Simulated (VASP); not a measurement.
# AgCl: single point with r2SCAN

AgCl:

```xyz
2
Lattice="0.0000 2.6409 2.6409 2.6409 0.0000 2.6409 2.6409 2.6409 0.0000" Properties=species:S:1:pos:R:3 pbc="T T T"
Ag    0.0000    0.0000    0.0000
Cl    2.6409    2.6409    2.6409
```

This cell differs from its parent crystal: strain -4.8%.

```yaml
Program: VASP 6.6.1
Task: single point
Functional: r2SCAN
Potentials_or_basis: VASP PAW PBE potentials, release 64 (Ag, Cl)
Cutoff: 520 eV
k_mesh: 8 × 8 × 8
Occupations: gaussian, width 0.01 eV
Spin: no spin polarisation
```

The pressure is 10.7 GPa and the band gap on the k mesh is 1.47 eV, indirect (least direct gap 4.28 eV).

Levels at points of the mesh, in eV from the valence-band top:
```tsv
k point	band 5	band 6	band 7	band 8	band 9	band 10	band 11	band 12	band 13	band 14
(0.00, 0.00, 0.00)	-3.12	-3.12	-3.12	-3.09	-3.09	1.47	11.27	11.27	11.27	12.58
(0.50, 0.00, 0.00)	-2.62	-2.62	-2.21	0.00	0.00	4.28	7.94	7.94	8.08	14.29
(0.50, 0.50, 0.00)	-3.61	-2.83	-2.46	-2.46	-2.21	2.64	8.16	9.81	13.19	13.19
```

Run time: 56 s on 1 thread of Intel(R) Xeon(R) Platinum 8375C CPU @ 2.90GHz (Ice Lake) (shared host), peak memory 0.17 GiB.

Caveat: the cell differs from its parent crystal (strain -4.8%); the PAW data sets were made with another functional, which shifts forces and pressure a little. A k mesh can miss the band edges.
